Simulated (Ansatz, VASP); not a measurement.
## F: VASP beside Ansatz

```
CELL_PARAMETERS angstrom
2.87456 -1.61236 -0.04881
2.92789 1.70179 0.04848
-1.62090 0.18620 7.51755
ATOMIC_POSITIONS crystal
F 0.04732 0.04667 0.10277
F 0.94418 0.95074 0.89075
F 0.49306 0.52528 0.60155
F 0.51543 0.47730 0.40494
```

Change from the starting cell: all atoms moved at random, cell strained at random.

Alike in both runs: task single point; functional PBE; k mesh 10 × 10 × 4; occupations gaussian, width 0.02 eV; no spin polarisation.

|  | VASP | Ansatz |
| --- | --- | --- |
| version | VASP 6.6.1 | Ansatz 0.2.0 |
| potentials or method | VASP PAW PBE potentials, release 64 (F), cutoff 520 eV | scalar-relativistic, plane waves, PAW |
| valence electrons in the cell | 28 | 28 |

Ansatz gave:

| Item | Value |
| --- | --- |
| gap on the k mesh at the Fermi level (eV) | 1.23 |
| least direct gap on the mesh (eV) | 1.23 |
| pressure (GPa) | -6.9 |
| traceless stress, the component that is largest in VASP (GPa) | -13.80 |
| rms of the force components (eV/Å) | 1.753 |

Problem. Which values does VASP return?

Solution. gap on the k mesh at the Fermi level (eV): 1.19; least direct gap on the mesh (eV): 1.19; pressure (GPa): -7.0; traceless stress, the component that is largest in VASP (GPa): -13.05; rms of the force components (eV/Å): 1.668.

Atom by atom the forces differ by 0.100 eV/Å (rms over components).
